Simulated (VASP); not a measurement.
# NaI (Imm2) in VASP: single point with HSE06

Aim: the single point of NaI with HSE06.

All numbers are computed with VASP 6.6.1; they aren't measurements. Logs are shortened: lines on timing, memory, paths and dates and some standing lists are left out, and cuts for length are marked.

## (1) The cell of the first run

Symmetry: Imm2, No. 44, orthorhombic system. The conventional cell has a = 4.989 Å, b = 5.033 Å, c = 7.086 Å, α = 90.00°, β = 90.00°, γ = 90.00°. Na (site symmetry mm2) has 4 I at 3.07 Å within 4.0 Å. I (site symmetry mm2) has 4 Na at 3.07 Å within 4.0 Å.

## (2) Single point, HSE06 (shear xy strain -0.9%)

POSCAR

```
NaI
1.0
   -0.0154128836      3.5431916338      3.5431916338
    3.5431916338     -0.0154128836      3.5431916338
    3.5277787502      3.5277787502      0.0000000000
Na I
1 1
Direct
   -0.0009935659     -0.0009935659      0.0009935659
    0.2509935659      0.2509935659      0.2490064341
```

INCAR.step1

```
PREC     = Accurate       # precision mode
ENCUT    = 520            # plane-wave cutoff, eV
EDIFF    = 1E-5           # SCF threshold, eV
ISMEAR   = 0              # smearing method
SIGMA    = 0.01           # smearing width, eV
LREAL    = False          # projectors in reciprocal space
LASPH    = True           # aspherical terms in the spheres
NELM     = 80             # most SCF steps
ALGO     = Normal         # electronic algorithm
ISIF     = 2              # what is computed and relaxed
LWAVE    = True           # write WAVECAR
LCHARG   = False          # write CHGCAR
NBANDS   = 14             # bands
GGA      = PE             # functional
```

INCAR.step2

```
PREC     = Accurate       # precision mode
ENCUT    = 520            # plane-wave cutoff, eV
EDIFF    = 1E-6           # SCF threshold, eV
ISMEAR   = 0              # smearing method
SIGMA    = 0.01           # smearing width, eV
LREAL    = False          # projectors in reciprocal space
LASPH    = True           # aspherical terms in the spheres
NELM     = 80             # most SCF steps
ALGO     = Normal         # electronic algorithm
ISIF     = 2              # what is computed and relaxed
LWAVE    = False          # write WAVECAR
LCHARG   = False          # write CHGCAR
GGA      = PE             # functional
LHFCALC  = True           # exact exchange
HFSCREEN = 0.2079         # screening, 1/A
PRECFOCK = Normal       
NBANDS   = 14             # bands
ISTART   = 1
```

KPOINTS

```
regular mesh
0
Gamma
  4 4 4
```

Potentials or basis: VASP PAW PBE potentials, release 64 (Na_pv, I).

Launch:

```console
> cat potpaw_PBE.64/Na_pv/POTCAR potpaw_PBE.64/I/POTCAR > POTCAR
> cp INCAR.step1 INCAR
> mpirun -np 1 vasp_std > vasp.out
> cp INCAR.step2 INCAR
> mpirun -np 1 vasp_std > vasp.out
```

OUTCAR:

```text
PREC = Accurate
   ENCUT = 520
   EDIFF = 1E-6
   ISMEAR = 0
   LREAL = False
   LASPH = True
   NELM = 80
   ISIF = 2
   GGA = PE
   LHFCALC = True
   HFSCREEN = 0.2079
   PRECFOCK = Normal
   ISTART = 1

 ion  position               nearest neighbor table
   1  0.999  0.999  0.001-   2 3.07   2 3.07   2 3.07   2 3.07
   2  0.251  0.251  0.249-   1 3.07   1 3.07   1 3.07   1 3.07

  LATTYP: Found a body centered orthorhombic cell.
 ALAT       =     4.9890325536
 B/A-ratio  =     1.0087380103
 C/A-ratio  =     1.4203922687

  Lattice vectors:

 A1 = (   0.0154128836,  -3.5431916338,  -3.5431916338)
 A2 = (  -0.0154128836,   3.5431916338,  -3.5431916338)
 A3 = (   3.5431916338,  -0.0154128836,   3.5431916338)

Analysis of symmetry for initial positions (statically):
=====================================================================
 Subroutine PRICEL returns:
 Original cell was already a primitive cell.

 Routine SETGRP: Setting up the symmetry group for a
 body centered orthorhombic supercell.

 Subroutine GETGRP returns: Found  4 space group operations
 (whereof  4 operations were pure point group operations)
 out of a pool of  8 trial point group operations.

The static configuration has the point symmetry C_2v.

Analysis of symmetry for dynamics (positions and initial velocities):
=====================================================================
 Subroutine PRICEL returns:
 Original cell was already a primitive cell.

 Routine SETGRP: Setting up the symmetry group for a
 body centered orthorhombic supercell.

 Subroutine GETGRP returns: Found  4 space group operations
 (whereof  4 operations were pure point group operations)
 out of a pool of  8 trial point group operations.

The dynamic configuration has the point symmetry C_2v.

 Subroutine INISYM returns: Found  4 space group operations
 (whereof  4 operations are pure point group operations),
 and found     1 'primitive' translations

----------------------------------------------------------------------------------------

                                     Primitive cell

  volume of cell :      88.9622

  direct lattice vectors                    reciprocal lattice vectors
    -0.015412884  3.543191634  3.543191634    -0.140504514  0.140504514  0.141115709
     3.543191634 -0.015412884  3.543191634     0.140504514 -0.140504514  0.141115709
     3.527778750  3.527778750  0.000000000     0.141732244  0.141732244 -0.141115709

  length of vectors
[... 94 lines left out ...]
     AMIX     =   0.40;   BMIX     =  1.00
     AMIX_MAG =   1.60;   BMIX_MAG =  1.00
  volume/ion in A,a.u.               =      44.48       300.17
  Fermi-wavevector in a.u.,A,eV,Ry     =   0.883858  1.670249 10.628928  0.781204
  Thomas-Fermi vector in A             =   2.004680
   LORBIT       =      0    0 simple, 1 ext, 2 COOP (PROOUT), +10 PAW based schemes
   GGA     = PE    functional components
   LHFCALC =     T    Hartree Fock is set to
   PRECFOCK=normal    Normal, Fast or Accurate (Low or Medium for compatibility)
   ENCUT4O =  -1.0   cutoff for four orbital integrals eV
   NKREDX  =     1    reduce k-point grid by
   NKREDY  =     1    reduce k-point grid by
   NKREDZ  =     1    reduce k-point grid by
   AEXX    =    0.2500 exact exchange contribution
   HFSCREEN=    0.2079 screening length (either q_TF or 0.3 A-1)
   HFSCREENC=   0.2079 screening length for correlation (either q_TF or 0.3 A-1)
   ENCUTFOCK=  -1.0 apply spherical cutoff to Coloumb kernel
   IVDW    =     0    specifies the selected vdW correction
   LEPSILON=     F    determine dielectric tensor
   LRPA    =     F    only Hartree local field effects (RPA)
 non-spin polarized calculation
 Gauss-broadening in eV      SIGMA  =   0.01
  energy-cutoff  :      520.00
  volume of cell :       88.96
 maximum number of plane-waves:      2421
 NGX is ok and might be reduce to    40
  NGX = 28; NGY = 28; NGZ = 28

 number of electron      14.0000001 magnetization

 Free energy of the ion-electron system (eV)
  ---------------------------------------------------
  ext. energy  EPLUGINS =         0.00000000
  ---------------------------------------------------
  free energy    TOTEN  =        -6.15202296 eV

  energy without entropy =       -6.15202296  energy(sigma->0) =       -6.15202296

 E-fermi :  -1.7595     XC(G=0):  -5.4662

 val. band max:       -1.8360651495   @ k =   0.0000   0.0000   0.0000
 cond. band min:       2.9486521251   @ k =   0.0000   0.0000   0.0000
 fundamental gap:      4.7847172746
 Fermi energy:        -1.7595445333

 k-point     1 :       0.0000    0.0000    0.0000
  band No.  band energies     occupation
      1     -26.2508      2.00000
      2     -26.2505      2.00000
      3     -26.2503      2.00000
      4     -13.1663      2.00000
      5      -1.8617      2.00000
      6      -1.8491      2.00000
      7      -1.8361      2.00000
      8       2.9487      0.00000
      9       7.1220      0.00000
     10       7.1620      0.00000
     11       7.2020      0.00000
     12       8.9991      0.00000
     13       8.9996      0.00000
     14      10.3165      0.00000
[... 275 lines left out ...]
      1     -26.2531      2.00000
      2     -26.2517      2.00000
      3     -26.2515      2.00000
      4     -12.9699      2.00000
      5      -2.7549      2.00000
      6      -2.6237      2.00000
      7      -2.3238      2.00000
      8       5.1674      0.00000
      9       6.6024      0.00000
     10       6.7688      0.00000
     11       7.1359      0.00000
     12      10.1745      0.00000
     13      10.6231      0.00000
     14      11.1773      0.00000

------------------------ aborting loop because EDIFF is reached ----------------------------------------

  FORCE on cell =-STRESS in cart. coord.  units (eV):
  Direction    XX          YY          ZZ          XY          YZ          ZX
  --------------------------------------------------------------------------------------
  -------------------------------------------------------------------------------------
  Total        0.1089798      0.1089798      0.1086902      0.0152251      0.0000000      0.0000000
  in kB        1.9626861      1.9626861      1.9574705      0.2741993      0.0000000      0.0000000
  external PRESSURE =       1.9609476 kB  Pullay stress =       0.0000000 kB

 VOLUME and BASIS-vectors are now :
 -----------------------------------------------------------------------------
  energy-cutoff  :      520.00
  volume of cell :       88.96
      direct lattice vectors                 reciprocal lattice vectors
    -0.015412884  3.543191634  3.543191634    -0.140504514  0.140504514  0.141115709
     3.543191634 -0.015412884  3.543191634     0.140504514 -0.140504514  0.141115709
     3.527778750  3.527778750  0.000000000     0.141732244  0.141732244 -0.141115709

 POSITION                                       TOTAL-FORCE (eV/Angst)
 -----------------------------------------------------------------------------------
      3.52778      3.52778      7.07934        -0.000000     -0.000000     -0.000263
      1.76389      1.76389      1.77864         0.000000      0.000000      0.000263
 -----------------------------------------------------------------------------------
    total drift:                                0.000001      0.000001      0.000095

  FREE ENERGIE OF THE ION-ELECTRON SYSTEM (eV)
  ---------------------------------------------------
  free  energy   TOTEN  =        -6.1520229632 eV

  energy  without entropy=       -6.1520229632  energy(sigma->0) =       -6.15202296
```

Run time: 16 min. Hardware: 1 thread of Intel Xeon Platinum 8259CL at 2.50GHz (Skylake/Cascade Lake), shared host; peak memory 0.35 GiB.

What came out:

| Quantity | Value |
| --- | --- |
| Free energy | -6.1520 eV |
| Pressure | 0.2 GPa |
| Band gap on the k mesh | 4.78 eV |

Levels at points of the mesh, in eV from the valence-band top:
```csv
k point,band 3,band 4,band 5,band 6,band 7,band 8,band 9,band 10,band 11,band 12
"(0.00, 0.00, 0.00)",-24.41,-11.33,-0.03,-0.01,0.00,4.78,8.96,9.00,9.04,10.84
"(0.50, 0.00, 0.00)",-24.41,-11.18,-1.30,-0.15,-0.14,6.44,8.71,8.72,8.76,11.67
"(0.50, 0.50, 0.00)",-24.42,-11.13,-1.21,-0.46,-0.42,6.10,7.23,10.18,11.59,11.64
"(0.00, 0.00, 0.50)",-24.41,-11.18,-1.30,-0.17,-0.16,6.43,8.69,8.72,8.74,11.67
"(0.50, 0.00, 0.50)",-24.42,-11.13,-1.21,-0.44,-0.44,6.10,7.23,10.18,11.62,11.62
```

Caveat: the cell differs from its parent crystal (shear xy strain -0.9%); the structure was generated, so it needn't be the stable form of NaI; the PAW data sets were made with another functional, which shifts forces and pressure a little; spin-orbit coupling is left out, which moves the levels of the heavy elements.
